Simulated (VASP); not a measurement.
Here is a VASP 6.6.1 calculation.

INCAR

```
ALGO = Normal
EDIFF = 1E-6
ENCUT = 520
GGA = PE
ISIF = 2
ISMEAR = 0
LASPH = T
LCHARG = F
LREAL = F
LWAVE = F
NBANDS = 17
NELM = 80
PREC = Accurate
SIGMA = 0.1
```

The input KPOINTS:

```
k-points
0
Gamma
  12 12 4
```

Contents of POSCAR:

```
Mg5Se
1.0
    3.5758118272      0.0000000000      0.0000000000
   -1.7879059136      3.0967438815      0.0000000000
    0.0000000000      0.0000000000     13.2472184937
Mg Se
5 1
Direct
    0.6666666667      0.3333333333      0.8736072738
    0.3333333333      0.6666666667      0.1263927262
    0.3333333333      0.6666666667      0.6866238402
    0.0000000000      0.0000000000      0.5000000000
    0.6666666667      0.3333333333      0.3133761598
    0.0000000000      0.0000000000      0.0000000000
```

Potentials or basis: VASP PAW PBE potentials, release 64 (Mg, Se).

Run with:

```sh
$ cat potpaw_PBE.64/Mg/POTCAR potpaw_PBE.64/Se/POTCAR > POTCAR
$ mpirun -np 1 vasp_std > vasp.out
```

(1) Estimate the band gap on the k mesh.

(2) Estimate the pressure.

Results:

(1) zero (bands 8 and 9 overlap by 1.44 eV).

(2) -0.1 GPa.
